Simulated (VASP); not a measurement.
Al2Cu:

```xyz
3
Lattice="4.1052 0.0000 0.0000 0.0000 4.1052 0.0000 0.0000 0.0000 2.8913" Properties=species:S:1:pos:R:3 pbc="T T T"
Al    2.0526    0.0000    1.4457
Al    0.0000    2.0526    1.4457
Cu    0.0000    0.0000    0.0000
```

- Program: VASP 6.6.1
- Task: relaxation of cell and atoms
- Functional: r2SCAN
- Potentials or basis: VASP PAW PBE potentials, release 64 (Al, Cu)
- Cutoff: 600 eV
- k mesh: 12 × 12 × 16
- Occupations: gaussian, width 0.1 eV
- Spin: no spin polarisation

At the start: pressure -2.3 GPa; volume 16.24 Å³/atom.

**Question.** How do energy, volume and symmetry change on relaxing?

**Answer.** Over 6 steps the energy falls by 3.9 meV/atom and the volume is 15.87 Å³/atom (-2.3 %); space group P4/mmm (No. 123, to 0.1 Å) before and after.

The path:
```csv
step,energy change (eV),largest force (eV/Å),pressure (GPa),volume (Å³)
1,0.0000,0.0000,-2.32,48.73
2,-0.0093,0.0000,1.20,47.08
3,-0.0105,0.0000,0.24,47.50
4,-0.0116,0.0000,0.21,47.57
5,-0.0117,0.0000,0.11,47.60
6,-0.0117,0.0000,0.07,47.60
```

Final structure:
```
Al Cu
1.0
     4.09579    0.00000    0.00000
     0.00000    4.09579    0.00000
     0.00000    0.00000    2.83725
Al Cu
2 1
Cartesian
  2.0479 0.0000 1.4186
  0.0000 2.0479 1.4186
  0.0000 0.0000 0.0000
```

Caveat: the PAW data sets were made with another functional, which shifts forces and pressure a little.
